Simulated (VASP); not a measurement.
Set up this calculation in VASP 6.6.1, as the native input.

| Item | Value |
| --- | --- |
| Task | single point |
| Functional | PBE |
| Potentials or basis | VASP PAW PBE potentials, release 64 (Na_pv, Ba_sv, Br) |
| Cutoff | 520 eV |
| k mesh | 4 × 4 × 4 |
| Occupations | fermi-dirac, width 0.02 eV |
| Spin | no spin polarisation |
| Dipole correction | no |
| Further INCAR settings | ALGO = Normal; EDIFF = 1e-06; NBANDS = 27 |

The structure of BaNaBr3 lies in POSCAR:

```
BaNaBr3
1.0
    6.2605717850      0.0000000000      0.0000000000
    0.0000000000      6.2605717850      0.0000000000
    0.0000000000      0.0000000000      6.2605717850
Na Ba Br
1 1 3
Direct
    0.0000000000      0.0000000000      0.0000000000
    0.5000000000      0.5000000000      0.5000000000
    0.5000000000      0.5000000000      0.0000000000
    0.5000000000      0.0000000000      0.5000000000
    0.0000000000      0.5000000000      0.5000000000
```

The input as run:

INCAR

```
SYSTEM = BaNaBr3
  ALGO = Normal
  EDIFF = 1E-6
  ENCUT = 520
  GGA = PE
  ISIF = 2
  ISMEAR = -1
  LASPH = .True.
  LCHARG = .True.
  LELF = .True.
  LREAL = .False.
  LVHAR = .True.
  LWAVE = .False.
  NBANDS = 27
  NELM = 80
  PREC = Accurate
  SIGMA = 0.02
```

KPOINTS

```
k-points
0
Gamma
  4 4 4
  0 0 0
```

Potentials or basis: VASP PAW PBE potentials, release 64 (Na_pv, Ba_sv, Br).

Launch:

```sh
$ cat potpaw_PBE.64/Na_pv/POTCAR potpaw_PBE.64/Ba_sv/POTCAR potpaw_PBE.64/Br/POTCAR > POTCAR
$ mpirun -np 1 vasp_std > vasp.out
```

It gave:

- Pressure: 0.4 GPa
- Band gap on the k mesh: 2.86 eV, indirect (least direct gap 3.00 eV)

Caveat: spin-orbit coupling is left out, which moves the levels of the heavy elements.

It took 75 s on 1 thread of Oxide Virtual Turin-like Processor (shared host), peak memory 0.31 GiB.
